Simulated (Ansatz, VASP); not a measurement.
**CdSe in VASP and in Ansatz**

```xyz
4
Lattice="4.0836 0.0000 0.0000 -2.0418 3.5365 0.0000 0.0000 0.0000 7.3660" Properties=species:S:1:pos:R:3 pbc="T T T"
Cd    2.0418    1.1788    0.0000
Cd    0.0000    2.3577    3.6830
Se    2.0418    1.1788    2.7622
Se    0.0000    2.3577    6.4452
```

Change from the starting cell: strain -0.050 along x and y, +0.050 along z, atoms carried along.

Alike in both runs: task single point; functional PBE; k mesh 6 × 6 × 4; occupations gaussian, width 0.05 eV; no spin polarisation.

```csv
,VASP,Ansatz
version,VASP 6.6.1,Ansatz 0.2.0
potentials or method,"VASP PAW PBE potentials, release 64 (Cd, Se), cutoff 520 eV","scalar-relativistic, plane waves, PAW"
valence electrons in the cell,36,72
```

```tsv
	VASP	Ansatz	Ansatz less VASP
gap on the k mesh at the Fermi level (eV)	0.60	0.60	+0.001
least direct gap on the mesh (eV)	0.60	0.60	+0.001
pressure (GPa)	7.9	7.4	-0.43
traceless stress, the component that is largest in VASP (GPa)	-6.78	-6.63	+0.150
rms of the force components (eV/Å)	0.477	0.459	-0.0186
```

Atom by atom the forces differ by 0.019 eV/Å (rms over components). VASP's potentials hold 36 valence electrons a cell and Ansatz's 72, so a difference there can come from the potentials and not from the codes.
